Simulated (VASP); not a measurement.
# Cs (Fm-3m) in VASP: further runs

The runs below take Cs through relaxation of cell and atoms, single point, with BLYP.

Program: VASP 6.6.1. These are calculated values, not measurements. Logs are shortened: lines on timing, memory, paths and dates and some standing lists are left out, and cuts for length are marked.

**1. The cell of the first run**

Symmetry: Fm-3m, No. 225, cubic system. Conventional cell: a = 7.616 Å, b = 7.616 Å, c = 7.616 Å, α = 90.00°, β = 90.00°, γ = 90.00°.

This isn't the form of Cs at room conditions, which is bcc.

**2. Relaxation of cell and atoms, BLYP**

INCAR

```
PREC = Accurate
ENCUT = 600
EDIFF = 1E-6
ISMEAR = -1
SIGMA = 0.1
LREAL = False
LASPH = True
NELM = 80
ALGO = Normal
ISIF = 3
LWAVE = False
LCHARG = False
GGA = B5
ALDAX = 1.0
AGGAX = 1.0
AGGAC = 1.0
ALDAC = 0.0
IBRION = 2
NSW = 80
EDIFFG = -0.01
```

KPOINTS

```
regular mesh
0
Gamma
  7 7 7
```

POSCAR

```
Cs
1.0
    0.0000000000      3.8081113733      3.8081113733
    3.8081113733      0.0000000000      3.8081113733
    3.8081113733      3.8081113733      0.0000000000
Cs
1
Direct
    0.0000000000      0.0000000000      0.0000000000
```

Potentials or basis: VASP PAW PBE potentials, release 64 (Cs_sv).

On the command line:

```sh
cat potpaw_PBE.64/Cs_sv/POTCAR > POTCAR
mpirun -np 1 vasp_std > vasp.out
```

OUTCAR:

```text
PREC = Accurate
   ENCUT = 600
   EDIFF = 1E-6
   ISMEAR = -1
   LREAL = False
   LASPH = True
   NELM = 80
   ISIF = 3
   GGA = B5
   IBRION = 2
   NSW = 80
   EDIFFG = -0.01

 ion  position               nearest neighbor table
   1  0.000  0.000  0.000-

  LATTYP: Found a face centered cubic cell.
 ALAT       =     7.6162227466

  Lattice vectors:

 A1 = (   0.0000000000,   3.8081113733,   3.8081113733)
 A2 = (   3.8081113733,   0.0000000000,   3.8081113733)
 A3 = (   3.8081113733,   3.8081113733,   0.0000000000)

Analysis of symmetry for initial positions (statically):
=====================================================================
 Subroutine PRICEL returns:
 Original cell was already a primitive cell.

 Routine SETGRP: Setting up the symmetry group for a
 face centered cubic supercell.

 Subroutine GETGRP returns: Found 48 space group operations
 (whereof 48 operations were pure point group operations)
 out of a pool of 48 trial point group operations.

The static configuration has the point symmetry O_h .

Analysis of symmetry for dynamics (positions and initial velocities):
=====================================================================
 Subroutine PRICEL returns:
 Original cell was already a primitive cell.

 Routine SETGRP: Setting up the symmetry group for a
 face centered cubic supercell.

 Subroutine GETGRP returns: Found 48 space group operations
 (whereof 48 operations were pure point group operations)
 out of a pool of 48 trial point group operations.

The dynamic configuration has the point symmetry O_h .

 Subroutine INISYM returns: Found 48 space group operations
 (whereof 48 operations are pure point group operations),
 and found     1 'primitive' translations

----------------------------------------------------------------------------------------

                                     Primitive cell

  volume of cell :     110.4483

  direct lattice vectors                    reciprocal lattice vectors
     0.000000000  3.808111373  3.808111373    -0.131298681  0.131298681  0.131298681
     3.808111373  0.000000000  3.808111373     0.131298681 -0.131298681  0.131298681
     3.808111373  3.808111373  0.000000000     0.131298681  0.131298681 -0.131298681

  length of vectors
     5.385482751  5.385482751  5.385482751     0.227415986  0.227415986  0.227415986

  position of ions in fractional coordinates (direct lattice)
     0.000000000  0.000000000  0.000000000

  ion indices of the primitive-cell ions
   primitive index   ion index
                 1           1

----------------------------------------------------------------------------------------

 KPOINTS: regular mesh

Automatic generation of k-mesh.
 Grid dimensions read from file:
 generate k-points for:    7    7    7

 Generating k-lattice:

  Cartesian coordinates                     Fractional coordinates (reciprocal lattice)
    -0.018756954  0.018756954  0.018756954     0.142857143  0.000000000  0.000000000
     0.018756954 -0.018756954  0.018756954     0.000000000  0.142857143  0.000000000
     0.018756954  0.018756954 -0.018756954     0.000000000  0.000000000  0.142857143

  Length of vectors
     0.032487998  0.032487998  0.032487998

  Shift w.r.t. Gamma in fractional coordinates (k-lattice)
     0.000000000  0.000000000  0.000000000

 Subroutine IBZKPT returns following result:
 ===========================================

 Found     20 irreducible k-points:

 Following reciprocal coordinates:
            Coordinates               Weight
  0.000000  0.000000  0.000000      1.000000
  0.142857  0.000000  0.000000      8.000000
  0.285714  0.000000  0.000000      8.000000
  0.428571  0.000000  0.000000      8.000000
  0.142857  0.142857  0.000000      6.000000
  0.285714  0.142857  0.000000     24.000000
[... 12 lines left out ...]
 -0.428571  0.428571  0.142857     24.000000
 -0.285714  0.428571  0.142857     24.000000
   k-points           NKPTS =     20   k-points in BZ     NKDIM =     20   number of bands    NBANDS=      8
   number of dos      NEDOS =    301   number of ions     NIONS =      1
   total plane-waves  NPLWV = 110592
   dimension x,y,z NGX =    48 NGY =   48 NGZ =   48
   dimension x,y,z NGXF=    96 NGYF=   96 NGZF=   96
   ions per type =               1
   NGX,Y,Z   is equivalent  to a cutoff of  14.82, 14.82, 14.82 a.u.
   NGXF,Y,Z  is equivalent  to a cutoff of  29.63, 29.63, 29.63 a.u.
 SYSTEM =  unknown system
   PREC   = accura    normal or accurate (medium, high low for compatibility)
   ISTART =      0    job   : 0-new  1-cont  2-samecut
   ICHARG =      2    charge: 1-file 2-atom 10-const
   ISPIN  =      1    spin polarized calculation?
   LNONCOLLINEAR =      F non collinear calculations
   LSORBIT =      F    spin-orbit coupling
   LASPH  =      T    aspherical Exc in radial PAW
   ENCUT  =  600.0 eV  44.10 Ry    6.64 a.u.  10.76 10.76 10.76*2*pi/ulx,y,z
   NELM   =     80;   NELMIN=  2; NELMDL= -5     # of ELM steps
   EDIFF  = 0.1E-05   stopping-criterion for ELM
   LREAL  =      F    real-space projection
   EDIFFG = -.1E-01   stopping-criterion for IOM
   NSW    =     80    number of steps for IOM
   IBRION =      2    ionic relax: 0-MD 1-quasi-New 2-CG
   NFREE  =      1    steps in history (QN), initial steepest desc. (CG)
   ISIF   =      3    stress and relaxation
   ISYM   =      2    0-nonsym 1-usesym 2-fastsym
   POTIM  = 0.5000    time-step for ionic-motion
   TEBEG  =    0.0;   TEEND  =   0.0 temperature during run
   PSTRESS=    0.0 pullay stress
   NELECT =       9.0000    total number of electrons
   NUPDOWN=      -1.0000    fix difference up-down
   EMIN   =  10.00;   EMAX   =-10.00  energy-range for DOS
   EFERMI =   0.00;   METHOD = LEGACY
   ISMEAR =    -1;   SIGMA  =   0.10  broadening in eV -4-tet -1-fermi 0-gaus
   EFERMI_NEDOS =   21; number of points for ismear=-14 and -15
   IALGO  =     38    algorithm
   IMIX   =      4    mixing-type and parameters
     AMIX     =   0.40;   BMIX     =  1.00
     AMIX_MAG =   1.60;   BMIX_MAG =  1.00
  volume/ion in A,a.u.               =     110.45       745.34
  Fermi-wavevector in a.u.,A,eV,Ry     =   0.709746  1.341225  6.853782  0.503739
  Thomas-Fermi vector in A             =   1.796409
   LORBIT       =      0    0 simple, 1 ext, 2 COOP (PROOUT), +10 PAW based schemes
   GGA     = B5    functional components
   LHFCALC =     F    Hartree Fock is set to
   AEXX    =    0.0000 exact exchange contribution
   IVDW    =     0    specifies the selected vdW correction
   LEPSILON=     F    determine dielectric tensor
   LRPA    =     F    only Hartree local field effects (RPA)
 conjugate gradient relaxation of ions
 non-spin polarized calculation
  energy-cutoff  :      600.00
  volume of cell :      110.45
 maximum number of plane-waves:      3707
 NGX is ok and might be reduce to    48
   NGX = 21   NGY = 21   NGZ = 21

--------------------------------------- Ionic step        1  -------------------------------------------

 number of electron       9.0000000 magnetization

 Free energy of the ion-electron system (eV)
  ---------------------------------------------------
  ext. energy  EPLUGINS =         0.00000000
  ---------------------------------------------------
  free energy    TOTEN  =        -0.53654015 eV

  energy without entropy =       -0.49985145  energy(sigma->0) =       -0.51819580

------------------------ aborting loop because EDIFF is reached ----------------------------------------

  FORCE on cell =-STRESS in cart. coord.  units (eV):
  Direction    XX          YY          ZZ          XY          YZ          ZX
  --------------------------------------------------------------------------------------
  -------------------------------------------------------------------------------------
  Total        0.1696525      0.1696525      0.1696525      0.0000000      0.0000000     -0.0000000
  in kB        2.4610014      2.4610014      2.4610014      0.0000000      0.0000000     -0.0000000
  external PRESSURE =       2.4610014 kB  Pullay stress =       0.0000000 kB

 VOLUME and BASIS-vectors are now :
 -----------------------------------------------------------------------------
  energy-cutoff  :      600.00
  volume of cell :      110.45
      direct lattice vectors                 reciprocal lattice vectors
     0.000000000  3.808111373  3.808111373    -0.131298681  0.131298681  0.131298681
     3.808111373  0.000000000  3.808111373     0.131298681 -0.131298681  0.131298681
     3.808111373  3.808111373  0.000000000     0.131298681  0.131298681 -0.131298681
[... 71 lines left out ...]
 POSITION                                       TOTAL-FORCE (eV/Angst)
 -----------------------------------------------------------------------------------
      0.00000      0.00000      0.00000         0.000000     -0.000000      0.000000
 -----------------------------------------------------------------------------------
    total drift:                                0.000000      0.000000      0.000000

  FREE ENERGIE OF THE ION-ELECTRON SYSTEM (eV)
  ---------------------------------------------------
  free  energy   TOTEN  =        -0.5461292840 eV

  energy  without entropy=       -0.5088075796  energy(sigma->0) =       -0.52746843

--------------------------------------- Ionic step        4  -------------------------------------------

 number of electron       9.0000001 magnetization

 Free energy of the ion-electron system (eV)
  ---------------------------------------------------
  ext. energy  EPLUGINS =         0.00000000
  ---------------------------------------------------
  free energy    TOTEN  =        -0.54651224 eV

  energy without entropy =       -0.50900160  energy(sigma->0) =       -0.52775692

 E-fermi :   0.7091     XC(G=0):  -4.8028

 val. band max:        0.6294653368   @ k =   0.4286   0.2857   0.0000
 cond. band min:       0.8063871947   @ k =  -0.4286   0.1429   0.0000
 fundamental gap:      0.1769218579
 Fermi energy:         0.7091228063

 k-point     1 :       0.0000    0.0000    0.0000
  band No.  band energies     occupation
      1     -23.2826      2.00000
      2     -10.0795      2.00000
      3     -10.0795      2.00000
      4     -10.0795      2.00000
      5      -0.8857      2.00000
      6       2.9220      0.00000
      7       2.9220      0.00000
      8       2.9220      0.00000

 k-point     2 :       0.1429    0.0000    0.0000
  band No.  band energies     occupation
      1     -23.2818      2.00000
      2     -10.0997      2.00000
      3     -10.0823      2.00000
      4     -10.0823      2.00000
      5      -0.6881      2.00000
      6       2.6306      0.00000
      7       3.0014      0.00000
      8       3.0014      0.00000
[... 218 lines left out ...]
 POSITION                                       TOTAL-FORCE (eV/Angst)
 -----------------------------------------------------------------------------------
      3.95774      0.00000      3.95774        -0.000000     -0.000000      0.000000
 -----------------------------------------------------------------------------------
    total drift:                                0.000000      0.000000      0.000000

  FREE ENERGIE OF THE ION-ELECTRON SYSTEM (eV)
  ---------------------------------------------------
  free  energy   TOTEN  =        -0.5465122352 eV

  energy  without entropy=       -0.5090015983  energy(sigma->0) =       -0.52775692

 reached required accuracy - stopping structural energy minimisation
```

It took 98 s on 1 thread of Intel Xeon Platinum 8488C (Sapphire Rapids), shared host; peak memory 0.32 GiB.

What came out:

| Item | Value |
| --- | --- |
| Free energy | -0.5465 eV |
| Relaxed volume | 123.99 Å³/atom |
| Relaxed cell | a = 5.597 Å, b = 5.597 Å, c = 5.597 Å, α = 60.00°, β = 60.00°, γ = 60.00° |
| Space group after relaxing (to 0.1 Å) | Fm-3m (No. 225) |
| Energy gained by relaxing | 10.0 meV/atom |
| Ionic steps | 4 |
| Pressure after relaxing | 0.0 GPa |
| Band gap on the k mesh | zero (an odd number of electrons rules out a gap without spin polarisation) |

Step by step:
| step | energy change (eV) | largest force (eV/Å) | pressure (GPa) | volume (Å³) |
| --- | --- | --- | --- | --- |
| 1 | 0.0000 | 0.0000 | 0.25 | 110.45 |
| 2 | -0.0037 | 0.0000 | 0.19 | 113.18 |
| 3 | -0.0096 | 0.0000 | 0.04 | 121.65 |
| 4 | -0.0100 | 0.0000 | 0.01 | 123.99 |

Final structure:
```
Cs
1.0
     0.00000    3.95774    3.95774
     3.95774    0.00000    3.95774
     3.95774    3.95774    0.00000
Cs
1
Cartesian
  3.9577 0.0000 3.9577
```

Caveat: the PAW data sets were made with another functional, which shifts forces and pressure a little; spin-orbit coupling is left out, which moves the levels of the heavy elements.

**3. Single point, BLYP**

This run uses another cell than the first one, of 124.50 Å³/atom.

INCAR

```
  PREC = Accurate
  ENCUT = 520
  EDIFF = 1E-7
  ISMEAR = -1
  SIGMA = 0.1
  LREAL = F
  LASPH = T
  NELM = 80
  ALGO = Normal
  ISIF = 2
  LWAVE = F
  LCHARG = T
  GGA = B5
  ALDAX = 1.0
  AGGAX = 1.0
  AGGAC = 1.0
  ALDAC = 0.0
  LELF = T
  LVHAR = T
  NBANDS = 10
```

KPOINTS

```
regular mesh
0
Gamma
  11 11 11
```

POSCAR

```
Cs
1.0
    0.0000000000      3.9632406875      3.9632406875
    3.9632406875      0.0000000000      3.9632406875
    3.9632406875      3.9632406875      0.0000000000
Cs
1
Direct
    0.0000000000      0.0000000000      0.0000000000
```

Potentials or basis: VASP PAW PBE potentials, release 64 (Cs_sv).

On the command line:

```sh
cat potpaw_PBE.64/Cs_sv/POTCAR > POTCAR
mpirun -np 1 vasp_std > vasp.out
```

Wall time 47 s (1 thread of Intel Xeon Platinum 8488C (Sapphire Rapids), shared host); peak memory 0.28 GiB.

The run converged. Its results:

| Quantity | Value |
| --- | --- |
| Free energy | -0.5450 eV |
| Pressure | 0.0 GPa |
| Band gap on the k mesh | zero (an odd number of electrons rules out a gap without spin polarisation) |

Levels at points of the mesh, in eV from the Fermi level:
```
           k point  band 1  band 2  band 3  band 4  band 5  band 6  band 7  band 8  band 9  band 10
(0.00, 0.00, 0.00)  -23.99  -10.78  -10.78  -10.78   -1.58    2.22    2.22    2.22    3.15     3.15
```

Caveat: the PAW data sets were made with another functional, which shifts forces and pressure a little; spin-orbit coupling is left out, which moves the levels of the heavy elements.

The gap in the log of VASP goes by the Fermi energy; the results here count the filled bands.